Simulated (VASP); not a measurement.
A run of VASP 6.6.1 is set up as follows.

INCAR

```
PREC = Accurate ; ENCUT = 520
EDIFF = 1E-7 ; ISMEAR = 0
SIGMA = 0.1 ; LREAL = False
LASPH = True ; NELM = 100
ALGO = Normal ; ISIF = 2
LWAVE = False ; LCHARG = False
GGA = PE ; NBANDS = 17
```

Contents of KPOINTS:

```
Automatic mesh
0
Gamma
  4 6 6
```

Contents of POSCAR:

```
PbS
1.0
    3.8195734497      0.0000000000      0.0000000000
    0.0000000000      2.0437832341      3.4672501042
    0.0000000000     -2.0437832341      3.4672501042
Pb S
1 1
Direct
    0.0000000000      0.3625571154      0.3625571154
    0.5000000000      0.0284474946      0.0284474946
```

Potentials or basis: VASP PAW PBE potentials, release 64 (Pb_d, S).

The run is started by

```console
$ cat potpaw_PBE.64/Pb_d/POTCAR potpaw_PBE.64/S/POTCAR > POTCAR
$ mpirun -np 1 vasp_std > vasp.out
```

Q: Estimate the band gap on the k mesh.

A: Zero (band 10 reaches 5.43 eV, above the bottom of band 11 at 4.91 eV).

Q: What does it give for the pressure?

A: 0.0 GPa.

Stress tensor (GPa, compression positive):
```
-0.12  0.00  0.00
 0.00 -0.17  0.00
 0.00  0.00  0.18
```

Caveat: the k points lie up to 0.41 Å⁻¹ apart; spin-orbit coupling is left out, which moves the levels of the heavy elements.
